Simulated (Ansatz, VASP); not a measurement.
## Two plane-wave programs on ZrSeBr

File INCAR:

```
ALGO     = Normal         # electronic algorithm
EDIFF    = 1E-6           # SCF threshold, eV
ENCUT    = 520            # plane-wave cutoff, eV
GGA      = PE             # functional
ISIF     = 2              # what is computed and relaxed
ISMEAR   = 0              # smearing method
LASPH    = True           # aspherical terms in the spheres
LCHARG   = False          # write CHGCAR
LREAL    = False          # projectors in reciprocal space
LWAVE    = False          # write WAVECAR
NBANDS   = 20             # bands
NELM     = 60             # most SCF steps
PREC     = Accurate       # precision mode
SIGMA    = 0.1            # smearing width, eV
```

File KPOINTS:

```
k-points
0
Gamma
  6 6 4
```

The input POSCAR:

```
ZrSeBr
1.0
    4.3978853200      0.0000000000      0.0000000000
   -2.1989426600      3.8086804100      0.0000000000
    0.0000000000      0.0000000000      4.3194065100
Zr Se Br
1 1 1
Direct
    0.0000000000      0.0000000000      0.5000000000
    0.3333333300      0.6666666700      0.0000000000
    0.6666666700      0.3333333300      0.0000000000
```

Input for Ansatz:

```yaml
crystal:
  lattice:
    - [4.39788532, 0.0, 0.0]
    - [-2.19894266, 3.80868041, 0.0]
    - [0.0, 0.0, 4.31940651]
  atoms:
    - { symbol: Zr, position: [0.0, 0.0, 0.5] }
    - { symbol: Se, position: [0.33333333, 0.66666667, 0.0] }
    - { symbol: Br, position: [0.66666667, 0.33333333, 0.0] }
basis:
  ecutwfc: 420
kpoints:
  mp_grid: { grid: [6, 6, 4] }
hamiltonian:
  xc: pbe
scf:
  occupations: { method: gaussian, width: 0.1 }
  lower_state_search: "off"
output:
  forces: true
  stress: true
  eigenvalues: true
```

Change from the starting cell: species swapped into the GdNiAs type (P-6m2, No. 187).

Alike in both runs: task single point; functional PBE; k mesh 6 × 6 × 4; occupations gaussian, width 0.1 eV; no spin polarisation.

|  | VASP | Ansatz |
| --- | --- | --- |
| version | VASP 6.6.1 | Ansatz 0.2.0 |
| potentials or method | VASP PAW PBE potentials, release 64 (Zr_sv, Se, Br), cutoff 520 eV | scalar-relativistic, plane waves, PAW |
| valence electrons in the cell | 25 | 35 |

Ansatz gave:

```
gap on the k mesh at the Fermi level (eV)                     : none
pressure (GPa)                                                : 4.9
traceless stress, the component that is largest in VASP (GPa) : -21.97
```

Problem. Estimate VASP's values.

Solution. gap on the k mesh at the Fermi level (eV): none; pressure (GPa): 4.9; traceless stress, the component that is largest in VASP (GPa): -22.00.

A gap of «none» marks a metal or a gap that the smearing closes. With one functional, cell and mesh, what is left measures potentials, basis and numerics. VASP's potentials hold 25 valence electrons a cell and Ansatz's 35, so a difference there can come from the potentials and not from the codes.

The k mesh is coarse, so the values compare programs but aren't converged.
